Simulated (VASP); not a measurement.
SnO2, 6 atoms in the cell. The typed cell holds 6 atoms: a = 4.721 Å, b = 4.724 Å, c = 3.190 Å, α = 90.00°, β = 90.00°, γ = 90.00°.  This cell differs from its parent crystal: atoms displaced along a vibrational mode.

```yaml
Program: VASP 6.6.1
Task: single point
Functional: LDA
Potentials_or_basis: VASP PAW LDA potentials, release 64 (Sn_d, O)
Cutoff: 520 eV
k_mesh: 6 × 6 × 8
Occupations: gaussian, width 0.05 eV
Spin: no spin polarisation
Dipole_correction: no
Further_INCAR_settings: ALGO = Normal; EDIFF = 1e-07; NBANDS = 35
```

Potentials or basis: VASP PAW LDA potentials, release 64 (Sn_d, O).

The run is started by

```sh
$ cat potpaw_LDA.64/Sn_d/POTCAR potpaw_LDA.64/O/POTCAR > POTCAR
$ mpirun -np 1 vasp_std > vasp.out
```

Hardware: 1 thread of Oxide Virtual Turin-like Processor, with other jobs on the host.

Question: Estimate the wall time of this run.

Answer: Run time: 5.9 min on 1 thread of Oxide Virtual Turin-like Processor, on a shared host, peak memory 0.33 GiB. Counts: scf iterations 14, k points 148.
